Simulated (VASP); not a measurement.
Input of a VASP 6.6.1 run:

Contents of INCAR:

```
PREC = Accurate
ENCUT = 520
EDIFF = 1E-6
ISMEAR = 0
SIGMA = 0.1
LREAL = False
LASPH = True
NELM = 150
ALGO = Normal
ISIF = 2
LWAVE = False
LCHARG = False
ISPIN = 2
MAGMOM = 0.22 0.22 0.96 0
LORBIT = 11
LMAXMIX = 4
GGA = PS
NBANDS = 32
```

File KPOINTS:

```
regular mesh
0
Gamma
  12 12 12
```

POSCAR

```
Ti3Al
1.0
    0.0000000000      3.0583837022      3.0583837022
    3.0583837022      0.0000000000      3.0583837022
    3.0583837022      3.0583837022      0.0000000000
Ti Al
3 1
Direct
    0.7500000000      0.7500000000      0.7500000000
    0.2500000000      0.2500000000      0.2500000000
    0.0000000000      0.0000000000      0.0000000000
    0.5000000000      0.5000000000      0.5000000000
```

Potentials or basis: VASP PAW PBE potentials, release 64 (Ti_sv, Al).

Launch:

```console
$ cat potpaw_PBE.64/Ti_sv/POTCAR potpaw_PBE.64/Al/POTCAR > POTCAR
$ mpirun -np 1 vasp_std > vasp.out
```

**Question.** Estimate the pressure.

**Answer.** 18.4 GPa.

**Question.** Predict the site moments.

**Answer.** Ti +0.13, +0.64; Al -0.01 μB.

**Question.** Estimate the net moment.

**Answer.** 1.15 μB per cell.

Caveat: the PAW data sets were made with another functional, which shifts forces and pressure a little.
